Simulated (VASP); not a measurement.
Write the native input for VASP 6.6.1 that does the following.

```
Task                   : single point
Functional             : PBEsol
Potentials or basis    : VASP PAW PBE potentials, release 64 (Fe)
Cutoff                 : 520 eV
k mesh                 : 18 × 18 × 18
Occupations            : fermi-dirac, width 0.1 eV
Spin                   : no spin polarisation
Dipole correction      : no
Further INCAR settings : ALGO = Normal; EDIFF = 1e-06; NBANDS = 10
```

The structure of Fe lies in POSCAR:

```
Fe
1.0
    0.0000000000      1.7689087526      1.7689087526
    1.7689087526      0.0000000000      1.7689087526
    1.7689087526      1.7689087526      0.0000000000
Fe
1
Direct
    0.0000000000      0.0000000000      0.0000000000
```

This cell differs from its parent crystal: volume scaled by 1.12.

These files were run (other wordings do the same):

INCAR

```
SYSTEM = Fe
PREC = Accurate ; ENCUT = 520
EDIFF = 1E-6 ; ISMEAR = -1
SIGMA = 0.1 ; LREAL = .FALSE.
LASPH = .TRUE. ; NELM = 60
ALGO = Normal ; ISIF = 2
LWAVE = .FALSE. ; LCHARG = .TRUE.
GGA = PS ; LELF = .TRUE.
LVHAR = .TRUE. ; NBANDS = 10
```

KPOINTS

```
regular mesh
0
G
  18 18 18
  0 0 0
```

Potentials or basis: VASP PAW PBE potentials, release 64 (Fe).

The run is started by

```console
$ cat potpaw_PBE.64/Fe/POTCAR > POTCAR
$ mpirun -np 1 vasp_std > vasp.out
```

It gave:

```json
{"Pressure": "-27.6 GPa", "Band gap on the k mesh": "zero (band 4 reaches 6.92 eV, above the bottom of band 5 at 5.17 eV)"}
```

Caveat: the PAW data sets were made with another functional, which shifts forces and pressure a little; the run has no spin polarisation, though such a crystal can be magnetic.

Wall time 9.3 s on 1 thread of AMD EPYC 9R45 96-Core Processor (Zen 5), with other jobs on the host, peak memory 0.11 GiB.
